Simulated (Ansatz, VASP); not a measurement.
## Ni: VASP beside Ansatz

```
CELL_PARAMETERS angstrom
0.00000 1.76026 1.76026
1.76026 0.00000 1.76026
1.76026 1.76026 0.00000
ATOMIC_POSITIONS crystal
Ni 0.00000 0.00000 0.00000
```

Alike in both runs: functional PBE; k mesh 21 × 21 × 21; occupations fermi-dirac, width 0.1 eV; collinear spin.

Ansatz relaxed the structure, and its values are those at the end. VASP's run is a single point on that final structure, the one shown.

|  | VASP | Ansatz |
| --- | --- | --- |
| version | VASP 6.6.1 | Ansatz 0.2.0 |
| potentials or method | VASP PAW PBE potentials, release 64 (Ni) | PAW with Ansatz's default frozen-core files, scalar-relativistic |
| plane-wave cutoff (eV) | 520 | 420 |
| valence electrons in the cell | 10 | 18 |

|  | VASP | Ansatz | Ansatz less VASP |
| --- | --- | --- | --- |
| pressure (GPa) | -0.1 | 0.0 | +0.15 |
| net moment per atom (μB) | 0.61 | 0.62 | +0.014 |
| size of the moment on the site where the two differ most (μB) | 0.62 | 0.66 | +0.041 |

Site moments also hang on the region over which each program counts them. VASP's potentials hold 10 valence electrons a cell and Ansatz's 18, so a difference there can come from the potentials and not from the codes.
